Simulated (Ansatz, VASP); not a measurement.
## ZnS in VASP and in Ansatz

```
Zn S
1.0
     3.79174    0.00000    0.00000
    -1.89587    3.28374    0.00000
     0.00000    0.00000    6.14589
Zn S
2 2
Direct
  0.33333 0.66667 0.99922
  0.66667 0.33333 0.49922
  0.33333 0.66667 0.37578
  0.66667 0.33333 0.87578
```

Alike in both runs: task single point; functional HSE06; k mesh 6 × 6 × 2; no spin polarisation.

|  | VASP | Ansatz |
| --- | --- | --- |
| version | VASP 6.6.1 | Ansatz 0.2.0 |
| potentials or method | VASP PAW PBE potentials, release 64 (Zn, S), cutoff 400 eV | scalar-relativistic, plane waves, PAW |
| occupations | gaussian, width 0.01 eV | fixed |
| valence electrons in the cell | 36 | 36 |

Ansatz gave:

- gap on the k mesh at the Fermi level (eV): 3.59
- least direct gap on the mesh (eV): 3.59

Q: Which values does VASP return?

A: gap on the k mesh at the Fermi level (eV): 3.58; least direct gap on the mesh (eV): 3.58.

The k mesh is coarse, so the values compare programs but aren't converged.
